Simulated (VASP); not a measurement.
Here is a VASP 6.6.1 calculation.

File INCAR:

```
SYSTEM = N
PREC = Accurate
ENCUT = 520
EDIFF = 1E-7
ISMEAR = -1
SIGMA = 0.02
LREAL = .FALSE.
LASPH = .TRUE.
NELM = 80
ALGO = Normal
ISIF = 2
LWAVE = .FALSE.
LCHARG = .TRUE.
GGA = PE
LELF = .TRUE.
LVHAR = .TRUE.
NBANDS = 30
```

The input KPOINTS:

```
Automatic mesh
0
G
  6 6 6
  0 0 0
```

Contents of POSCAR:

```
N
1.0
    5.4724804551      0.0000000000      0.0000000000
    0.0000000000      5.4724804551      0.0000000000
    0.0000000000      0.0000000000      5.4724804551
N
8
Direct
    0.0577722265      0.0577722265      0.0577722265
    0.4422277735      0.9422277735      0.5577722265
    0.5577722265      0.4422277735      0.9422277735
    0.9422277735      0.5577722265      0.4422277735
    0.9424410406      0.9424410406      0.9424410406
    0.5575589594      0.0575589594      0.4424410406
    0.4424410406      0.5575589594      0.0575589594
    0.0575589594      0.4424410406      0.5575589594
```

Potentials or basis: VASP PAW PBE potentials, release 64 (N).

Run with:

```bash
$ cat potpaw_PBE.64/N/POTCAR > POTCAR
$ mpirun -np 1 vasp_std > vasp.out
```

Q: Estimate the pressure.

A: 5.2 GPa.

Q: Predict the band gap on the k mesh.

A: 7.30 eV (least direct gap 7.33 eV).

Forces in eV/Å, atoms in the order of the input:
```
N    1.795  1.795  1.795
N   -1.795 -1.795  1.795
N    1.795 -1.795 -1.795
N   -1.795  1.795 -1.795
N   -1.796 -1.796 -1.796
N    1.796  1.796 -1.796
N   -1.796  1.796  1.796
N    1.796 -1.796  1.796
```

Caveat: the standard files for N, O and F lose accuracy on very short bonds; the cell stands under pressure; this functional lacks dispersion, which holds the molecules together, so the pressure and a relaxed volume are unreliable; forces of over 1 eV/Å act on the atoms, so gaps and moduli don't describe the material at rest. A k mesh can miss the band edges.
